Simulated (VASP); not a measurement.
Input of a VASP 6.6.1 run:

INCAR

```
ALGO = Normal ; EDIFF = 1E-6
ENCUT = 520 ; GGA = PS
ISIF = 2 ; ISMEAR = -1
LASPH = T ; LCHARG = F
LREAL = F ; LWAVE = F
NBANDS = 18 ; NELM = 80
PREC = Accurate ; SIGMA = 0.05
```

Contents of KPOINTS:

```
k-points
0
Gamma
  14 14 14
```

Contents of POSCAR:

```
ZnCu
1.0
    2.9155500000      0.0000000000      0.0000000000
    0.0000000000      2.9155500000      0.0000000000
    0.0000000000      0.0000000000      2.9450000000
Zn Cu
1 1
Direct
    0.5000000000      0.5000000000      0.5000000000
    0.0000000000      0.0000000000      0.0000000000
```

Potentials or basis: VASP PAW PBE potentials, release 64 (Zn, Cu).

Run with:

```bash
$ cat potpaw_PBE.64/Zn/POTCAR potpaw_PBE.64/Cu/POTCAR > POTCAR
$ mpirun -np 1 vasp_std > vasp.out
```

Question: What does it give for the pressure?

Answer: -1.7 GPa.

Stress tensor (GPa, compression positive):
```
-1.48  0.00  0.00
 0.00 -1.48  0.00
 0.00  0.00 -2.07
```

Caveat: the cell differs from its parent crystal (equal xx and yy strain of -1 %); the PAW data sets were made with another functional, which shifts forces and pressure a little.
